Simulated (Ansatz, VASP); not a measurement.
**B in VASP and in Ansatz**

```
B
1.0
     1.76925    0.00000    0.00000
    -0.88462    1.53221    0.00000
     0.00000    0.00000   10.93348
B
2
Direct
  0.33333 0.66667 0.25000
  0.66667 0.33333 0.75000
```

Alike in both runs: task single point; functional RPBE; k mesh 23 × 23 × 4; occupations fermi-dirac, width 0.1 eV; no spin polarisation.

|  | VASP | Ansatz |
| --- | --- | --- |
| version | VASP 6.6.1 | Ansatz 0.2.0 |
| potentials or method | VASP PAW PBE potentials, release 64 (B), cutoff 520 eV | plane waves (420 eV) with PAW, scalar-relativistic |
| valence electrons in the cell | 6 | 6 |

VASP gave:

| Item | Value |
| --- | --- |
| pressure (GPa) | -8.9 |
| traceless stress, the component that is largest in VASP (GPa) | 8.81 |

Problem. Estimate Ansatz's values.

Solution. Pressure (GPa): -8.8; traceless stress, the component that is largest in VASP (GPa): 8.75.

VASP's potentials were made for PBE, not for RPBE.
